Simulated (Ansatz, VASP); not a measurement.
One calculation of Zr4Ag, two programs

```
Zr Ag
1.0
    -2.71002    2.71002    4.19079
     2.71002   -2.71002    4.19079
     2.71002    2.71002   -4.19079
Zr Ag
4 1
Direct
  0.67843 0.67843 0.00000
  0.50000 0.00000 0.50000
  0.00000 0.50000 0.50000
  0.32157 0.32157 0.00000
  0.00000 0.00000 0.00000
```

Change from the starting cell: species swapped into the SnF4 type (I4/mmm, No. 139).

Alike in both runs: functional PBE; k mesh 5 × 5 × 5; occupations gaussian, width 0.2 eV; no spin polarisation.

Ansatz relaxed the structure, and its values are those at the end. VASP's run is a single point on that final structure, the one shown.

|  | VASP | Ansatz |
| --- | --- | --- |
| version | VASP 6.6.1 | Ansatz 0.2.0 |
| potentials or method | VASP PAW PBE potentials, release 64 (Zr_sv, Ag), cutoff 520 eV | scalar-relativistic, plane waves, PAW |
| valence electrons in the cell | 59 | 67 |

```csv
,VASP,Ansatz,Ansatz less VASP
gap on the k mesh at the Fermi level (eV),none,none,-
pressure (GPa),0.1,0.2,+0.03
```

A gap of «none» marks a metal or a gap that the smearing closes. The functional is the same, so the differences come from potentials, cutoffs and numerics. VASP's potentials hold 59 valence electrons a cell and Ansatz's 67, so a difference there can come from the potentials and not from the codes.
